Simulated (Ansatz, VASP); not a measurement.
**SnO2 in VASP and in Ansatz**

INCAR

```
SYSTEM = SnO2
PREC     = Accurate       ! precision mode
ENCUT    = 600            ! plane-wave cutoff, eV
EDIFF    = 1E-6           ! SCF threshold, eV
ISMEAR   = -1             ! smearing method
SIGMA    = 0.05           ! smearing width, eV
LREAL    = .FALSE.        ! projectors in reciprocal space
LASPH    = .TRUE.         ! aspherical terms in the spheres
NELM     = 60             ! most SCF steps
ALGO     = Normal         ! electronic algorithm
ISIF     = 3              ! what is computed and relaxed
LWAVE    = .FALSE.        ! write WAVECAR
LCHARG   = .FALSE.        ! write CHGCAR
GGA      = PE             ! functional
IVDW     = 12             ! dispersion correction
IBRION   = 2              ! ionic algorithm
NSW      = 60             ! ionic steps
EDIFFG   = -0.01          ! ionic threshold
```

File KPOINTS:

```
regular mesh
0
G
  5 5 5
  0 0 0
```

Contents of POSCAR:

```
SnO2
1.0
    5.1752560000      0.0000000000      0.0000000000
    0.0000000000      5.1752560000      0.0000000000
    0.0000000000      0.0000000000      5.1752560000
Sn O
4 8
Direct
    0.0000000000      0.0000000000      0.0000000000
    0.5000000000      0.0000000000      0.5000000000
    0.5000000000      0.5000000000      0.0000000000
    0.0000000000      0.5000000000      0.5000000000
    0.6610980000      0.8389020000      0.1610980000
    0.8389020000      0.1610980000      0.6610980000
    0.1610980000      0.6610980000      0.8389020000
    0.3389020000      0.3389020000      0.3389020000
    0.6610980000      0.6610980000      0.6610980000
    0.8389020000      0.3389020000      0.1610980000
    0.1610980000      0.8389020000      0.3389020000
    0.3389020000      0.1610980000      0.8389020000
```

The input input.yaml:

```yaml
crystal:
  lattice:
    - [5.175256, 0.0, 0.0]
    - [0.0, 5.175256, 0.0]
    - [0.0, 0.0, 5.175256]
  atoms:
    - { symbol: Sn, position: [0.0, 0.0, 0.0] }
    - { symbol: Sn, position: [0.5, 0.0, 0.5] }
    - { symbol: Sn, position: [0.5, 0.5, 0.0] }
    - { symbol: Sn, position: [0.0, 0.5, 0.5] }
    - { symbol: O, position: [0.661098, 0.838902, 0.161098] }
    - { symbol: O, position: [0.838902, 0.161098, 0.661098] }
    - { symbol: O, position: [0.161098, 0.661098, 0.838902] }
    - { symbol: O, position: [0.338902, 0.338902, 0.338902] }
    - { symbol: O, position: [0.661098, 0.661098, 0.661098] }
    - { symbol: O, position: [0.838902, 0.338902, 0.161098] }
    - { symbol: O, position: [0.161098, 0.838902, 0.338902] }
    - { symbol: O, position: [0.338902, 0.161098, 0.838902] }
hamiltonian:
  xc: pbe
  pseudopotentials: { kind: paw }
  dispersion: d3bj
kpoints:
  mp_grid: { grid: [5, 5, 5] }
scf:
  occupations: { method: fermi_dirac, width: 0.05 }
output:
  forces: true
  stress: true
  eigenvalues: true
relax:
  f_tol: 0.01
  max_steps: 40
  cell: { stress_tol: 0.05 }
```

Alike in both runs: task relaxation of cell and atoms; functional PBE; dispersion D3(BJ); k mesh 5 × 5 × 5; occupations fermi-dirac, width 0.05 eV; no spin polarisation.

```csv
,VASP,Ansatz
version,VASP 6.6.1,Ansatz 0.2.0
potentials or method,"VASP PAW PBE potentials, release 64 (Sn_d, O)",Ansatz PAW
plane-wave cutoff (eV),600,420
valence electrons in the cell,104,104
```

Ansatz gave:

```
gap on the k mesh at the Fermi level, each at its own relaxed structure (eV) : 0.76
relaxed volume (Å³/atom)                                                     : 11.32
relaxed length of the cell vector where the two differ most in proportion (Å)              : 5.141
```

Question: What did VASP give for the same quantities?

Answer: gap on the k mesh at the Fermi level, each at its own relaxed structure (eV): 0.73; relaxed volume (Å³/atom): 11.34; relaxed length of the cell vector where the two differ most in proportion (Å): 5.144.

Noted on Ansatz's run: odd divisions of the mesh miss points on the zone boundary, where band edges often lie, so the gap on the mesh can be too wide; the plane-wave basis is chosen anew once the cell has moved, so the energies of steps on either side of that aren't comparable.
